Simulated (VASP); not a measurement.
Write the native input for VASP 6.6.1 that does the following.

```
Task                   : single point
Functional             : PBE
Potentials or basis    : VASP PAW PBE potentials, release 64 (Cd, F)
Cutoff                 : 520 eV
k mesh                 : 8 × 8 × 8
Occupations            : gaussian, width 0.05 eV
Spin                   : no spin polarisation
Dipole correction      : no
Further INCAR settings : ALGO = Normal; EDIFF = 1e-06; NBANDS = 20
```

The structure of CdF2 lies in POSCAR:

```
CdF2
1.0
    0.0000000000      2.6940000000      2.7344100000
    2.6940000000      0.0000000000      2.7344100000
    2.6940000000      2.6940000000      0.0000000000
Cd F
1 2
Direct
    0.0000000000      0.0000000000      0.0000000000
    0.2500000000      0.2500000000      0.2500000000
    0.7500000000      0.7500000000      0.7500000000
```

This cell differs from its parent crystal: strain +0.000 along x and y, +0.015 along z.

The input as run:

INCAR

```
SYSTEM = CdF2
PREC = Accurate
ENCUT = 520
EDIFF = 1E-6
ISMEAR = 0
SIGMA = 0.05
LREAL = .FALSE.
LASPH = .TRUE.
NELM = 80
ALGO = Normal
ISIF = 2
LWAVE = .FALSE.
LCHARG = .FALSE.
GGA = PE
NBANDS = 20
```

KPOINTS

```
Automatic mesh
0
G
  8 8 8
  0 0 0
```

Potentials or basis: VASP PAW PBE potentials, release 64 (Cd, F).

The run is started by

```bash
$ cat potpaw_PBE.64/Cd/POTCAR potpaw_PBE.64/F/POTCAR > POTCAR
$ mpirun -np 1 vasp_std > vasp.out
```

It gave:

```json
{"Pressure": "4.4 GPa", "Band gap on the k mesh": "3.00 eV (least direct gap 3.50 eV)"}
```

Caveat: the cell differs from its parent crystal (strain +0.000 along x and y, +0.015 along z); the cell stands under pressure.

Wall time 62 s on 1 thread of Intel Xeon 8259CL, with other jobs on the host, peak memory 0.19 GiB.
